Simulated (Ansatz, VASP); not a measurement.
ZnO2: VASP beside Ansatz

```
Zn O
1.0
     4.87253    0.00000    0.00000
     0.00000    4.87253    0.00000
     0.00000    0.00000    4.87253
Zn O
4 8
Direct
  0.00000 0.50000 0.50000
  0.50000 0.50000 0.00000
  0.50000 0.00000 0.50000
  0.00000 0.00000 0.00000
  0.41224 0.08776 0.91224
  0.08776 0.91224 0.41224
  0.91224 0.41224 0.08776
  0.58776 0.58776 0.58776
  0.41224 0.41224 0.41224
  0.08776 0.58776 0.91224
  0.91224 0.08776 0.58776
  0.58776 0.91224 0.08776
```

Alike in both runs: functional r2SCAN; k mesh 6 × 6 × 6; occupations gaussian, width 0.02 eV; no spin polarisation.

Ansatz relaxed the structure, and its values are those at the end. VASP's run is a single point on that final structure, the one shown.

```csv
,VASP,Ansatz
version,VASP 6.6.1,Ansatz 0.2.0
potentials or method,"VASP PAW PBE potentials, release 64 (Zn, O), cutoff 520 eV","scalar-relativistic, plane waves, PAW"
valence electrons in the cell,96,96
```

```tsv
	VASP	Ansatz	Ansatz less VASP
gap on the k mesh at the Fermi level (eV)	2.87	2.90	+0.027
least direct gap on the mesh (eV)	3.01	3.04	+0.029
pressure (GPa)	1.7	0.0	-1.72
rms of the force components (eV/Å)	0.109	0.000	-0.1088
```

VASP's potentials were made for PBE, not for r2SCAN. With one functional, cell and mesh, what is left measures potentials, basis and numerics.
